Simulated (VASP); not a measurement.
# TiB2 (P6/mmm) in VASP: settings compared, part 2 of 2

VASP 6.6.1. The steps go on from the part before.

## (3) Single point, r2SCAN

This run uses another cell than the first one, of 8.04 Å³/atom, 0.887 times its volume.

POSCAR

```
TiB2
1.0
    2.9673622405      0.0000000000      0.0000000000
   -1.4836811203      2.5698110825      0.0000000000
    0.0000000000      0.0000000000      3.1624957934
Ti B
1 2
Direct
    0.0000000000      0.0000000000      0.0000000000
    0.6666666667      0.3333333333      0.5000000000
    0.3333333333      0.6666666667      0.5000000000
```

INCAR.step1

```
PREC = Accurate
ENCUT = 520
ISMEAR = -1
SIGMA = 0.05
LREAL = F
LASPH = T
NELM = 80
NBANDS = 16
GGA = PE
ALGO = Normal
EDIFF = 1E-4
LWAVE = T
LCHARG = F
```

INCAR.step2

```
PREC = Accurate
ENCUT = 520
EDIFF = 1E-7
ISMEAR = -1
SIGMA = 0.05
LREAL = F
LASPH = T
NELM = 80
ALGO = Normal
ISIF = 2
LWAVE = F
LCHARG = T
METAGGA = R2SCAN
LMIXTAU = T
LELF = T
LVHAR = T
NBANDS = 16
ISTART = 1
```

KPOINTS

```
Automatic mesh
0
Gamma
  10 10 8
```

Potentials or basis: VASP PAW PBE potentials, release 64 (Ti_sv, B).

Run with:

```bash
cat potpaw_PBE.64/Ti_sv/POTCAR potpaw_PBE.64/B/POTCAR > POTCAR
cp INCAR.step1 INCAR
mpirun -np 1 vasp_std > vasp.out
cp INCAR.step2 INCAR
mpirun -np 1 vasp_std > vasp.out
```

OUTCAR:

```text
PREC = Accurate
   ENCUT = 520
   EDIFF = 1E-7
   ISMEAR = -1
   LREAL = F
   LASPH = T
   NELM = 80
   ISIF = 2
   METAGGA = R2SCAN
   ISTART = 1

 ion  position               nearest neighbor table
   1  0.000  0.000  0.000-   2 2.33   3 2.33   2 2.33   3 2.33   2 2.33   2 2.33   3 2.33   3 2.33
                             2 2.33   2 2.33   3 2.33   3 2.33
   2  0.667  0.333  0.500-   3 1.71   3 1.71   3 1.71   1 2.33   1 2.33   1 2.33   1 2.33   1 2.33
                             1 2.33
   3  0.333  0.667  0.500-   2 1.71   2 1.71   2 1.71   1 2.33   1 2.33   1 2.33   1 2.33   1 2.33
                             1 2.33
[... 648 lines left out ...]
     16      21.2843      0.00000

 [... further k-points ...]
[... 5 lines left out ...]
  --------------------------------------------------------------------------------------
  -------------------------------------------------------------------------------------
  Total        2.8403873      2.8403873      2.3874788     -0.0000000     -0.0000000      0.0000000
  in kB      188.7063133    188.7063133    158.6165095     -0.0000000     -0.0000000      0.0000000
  external PRESSURE =     178.6763787 kB  Pullay stress =       0.0000000 kB

 VOLUME and BASIS-vectors are now :
 -----------------------------------------------------------------------------
  energy-cutoff  :      520.00
  volume of cell :       24.12
      direct lattice vectors                 reciprocal lattice vectors
     2.967362240  0.000000000  0.000000000     0.336999638  0.194566832  0.000000000
    -1.483681120  2.569811082  0.000000000     0.000000000  0.389133663  0.000000000
     0.000000000  0.000000000  3.162495793     0.000000000  0.000000000  0.316205954

 POSITION                                       TOTAL-FORCE (eV/Angst)
 -----------------------------------------------------------------------------------
      0.00000      0.00000      0.00000         0.000000      0.000000      0.000000
      1.48368      0.85660      1.58125         0.000000      0.000000      0.000000
     -0.00000      1.71321      1.58125        -0.000000     -0.000000      0.000000
 -----------------------------------------------------------------------------------
    total drift:                               -0.000000      0.000000      0.000000

  FREE ENERGIE OF THE ION-ELECTRON SYSTEM (eV)
  ---------------------------------------------------
  free  energy   TOTEN  =       -30.8853145326 eV

  energy  without entropy=      -30.8789156004  energy(sigma->0) =      -30.88211507
```

Run time: 60 s. Hardware: 1 thread of Intel Xeon Platinum 8488C (Sapphire Rapids), shared host; peak memory 0.16 GiB.

What came out:

- Free energy: -30.8853 eV
- Pressure: 17.9 GPa
- Band gap on the k mesh: zero (band 9 reaches 11.32 eV, above the bottom of band 10 at 10.61 eV)

Caveat: the PAW data sets were made with another functional, which shifts forces and pressure a little.

## (4) Single point, r2SCAN

This run uses another cell than the first one, of 8.72 Å³/atom, 0.962 times its volume.

POSCAR

```
TiB2
1.0
    3.0492615118      0.0000000000      0.0000000000
   -1.5246307559      2.6407379320      0.0000000000
    0.0000000000      0.0000000000      3.2497807555
Ti B
1 2
Direct
    0.0000000000      0.0000000000      0.0000000000
    0.6666666667      0.3333333333      0.5000000000
    0.3333333333      0.6666666667      0.5000000000
```

INCAR.step1

```
SYSTEM = TiB2
PREC     = Accurate       ! precision mode
ENCUT    = 520            ! plane-wave cutoff, eV
ISMEAR   = -1             ! smearing method
SIGMA    = 0.05           ! smearing width, eV
LREAL    = .False.        ! projectors in reciprocal space
LASPH    = .True.         ! aspherical terms in the spheres
NELM     = 60             ! most SCF steps
NBANDS   = 16             ! bands
GGA      = PE             ! functional
ALGO     = Normal         ! electronic algorithm
EDIFF    = 1E-4           ! SCF threshold, eV
LWAVE    = .True.         ! write WAVECAR
LCHARG   = .False.        ! write CHGCAR
```

INCAR.step2

```
SYSTEM = TiB2
PREC     = Accurate       ! precision mode
ENCUT    = 520            ! plane-wave cutoff, eV
EDIFF    = 1E-6           ! SCF threshold, eV
ISMEAR   = -1             ! smearing method
SIGMA    = 0.05           ! smearing width, eV
LREAL    = .False.        ! projectors in reciprocal space
LASPH    = .True.         ! aspherical terms in the spheres
NELM     = 60             ! most SCF steps
ALGO     = Normal         ! electronic algorithm
ISIF     = 2              ! what is computed and relaxed
LWAVE    = .False.        ! write WAVECAR
LCHARG   = .False.        ! write CHGCAR
METAGGA  = R2SCAN         ! meta-GGA
LMIXTAU  = .True.       
NBANDS   = 16             ! bands
ISTART   = 1
```

KPOINTS

```
Automatic mesh
0
Gamma
  10 10 8
  0 0 0
```

Run with:

```bash
cat potpaw_PBE.64/Ti_sv/POTCAR potpaw_PBE.64/B/POTCAR > POTCAR
cp INCAR.step1 INCAR
mpirun -np 1 vasp_std > vasp.out
cp INCAR.step2 INCAR
mpirun -np 1 vasp_std > vasp.out
```

It took 46 s on 1 thread of Intel Xeon Platinum 8488C (Sapphire Rapids), shared host; peak memory 0.16 GiB.

It converged, with:

| Item | Value |
| --- | --- |
| Free energy | -30.9586 eV |
| Pressure | -5.3 GPa |
| Band gap on the k mesh | zero (band 9 reaches 10.36 eV, above the bottom of band 10 at 9.72 eV) |

Stress tensor (GPa, compression positive):
```
-5.87  0.00  0.00
 0.00 -5.87  0.00
 0.00  0.00 -4.12
```

Levels at points of the mesh, in eV from the Fermi level:
```
           k point  band 6  band 7  band 8  band 9  band 10  band 11  band 12  band 13
(0.00, 0.00, 0.00)   -2.67   -2.67   -2.54   -2.08     1.98     1.98     3.81     3.81
(0.50, 0.00, 0.00)   -9.85   -3.45   -3.34   -2.27     1.41     2.84     3.33     3.46
(0.00, 0.00, 0.50)   -8.00   -0.57   -0.57   -0.15    -0.15     0.51     0.51     1.77
(0.50, 0.00, 0.50)   -8.04   -4.82   -3.96   -3.45     2.61     3.02     4.53     4.71
```

Caveat: the PAW data sets were made with another functional, which shifts forces and pressure a little.

## (5) The runs side by side

```csv
level,potentials or basis,cell,gap on the mesh (eV),pressure (GPa)
LDA,"VASP PAW LDA potentials, release 64 (Ti_sv, B)","a = 3.089, b = 3.089, c = 3.292 Å, angles 90.0, 90.0, 120.0°, 3 atoms",none,-23.0
r2SCAN,"VASP PAW PBE potentials, release 64 (Ti_sv, B)","a = 2.967, b = 2.967, c = 3.162 Å, angles 90.0, 90.0, 120.0°, 3 atoms",none,17.9
r2SCAN,"VASP PAW PBE potentials, release 64 (Ti_sv, B)","a = 3.049, b = 3.049, c = 3.250 Å, angles 90.0, 90.0, 120.0°, 3 atoms",none,-5.3
```

Alike in all rows: task single point; no spin polarisation; k mesh 10 × 10 × 8; cutoff (eV) 520; smearing fermi-dirac 0.05 eV.

Caveats: the PAW data sets were made with another functional, which shifts forces and pressure a little (some runs).

Absolute energies hang on the potentials; compare differences alone.
